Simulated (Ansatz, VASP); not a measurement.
One calculation of Al2BP3, two programs

```
Al B P
1.0
     3.59488    0.00000    0.00000
    -1.79744    3.11326    0.00000
     0.00000    0.00000   17.70172
Al B P
4 2 6
Direct
  0.33333 0.66667 0.00002
  0.33333 0.66667 0.33336
  0.33333 0.66667 0.66669
  0.66667 0.33333 0.83336
  0.66667 0.33333 0.16669
  0.66667 0.33333 0.50002
  0.33333 0.66667 0.12498
  0.33333 0.66667 0.45831
  0.33333 0.66667 0.79164
  0.66667 0.33333 0.29164
  0.66667 0.33333 0.62498
  0.66667 0.33333 0.95831
```

Alike in both runs: task single point; functional PBE; k mesh 6 × 6 × 1; occupations gaussian, width 0.1 eV; no spin polarisation.

```csv
,VASP,Ansatz
version,VASP 6.6.1,Ansatz 0.2.0
potentials or method,"VASP PAW PBE potentials, release 64 (Al, B, P), cutoff 520 eV","scalar-relativistic, plane waves, PAW"
valence electrons in the cell,48,48
```

|  | VASP | Ansatz | Ansatz less VASP |
| --- | --- | --- | --- |
| gap on the k mesh at the Fermi level (eV) | 1.29 | 1.29 | +0.002 |
| least direct gap on the mesh (eV) | 1.91 | 1.92 | +0.004 |
| pressure (GPa) | 12.1 | 12.2 | +0.14 |
| traceless stress, the component that is largest in VASP (GPa) | 0.84 | 0.84 | +0.004 |
| rms of the force components (eV/Å) | 1.175 | 1.178 | +0.0022 |

Atom by atom the forces differ by 0.003 eV/Å (rms over components).
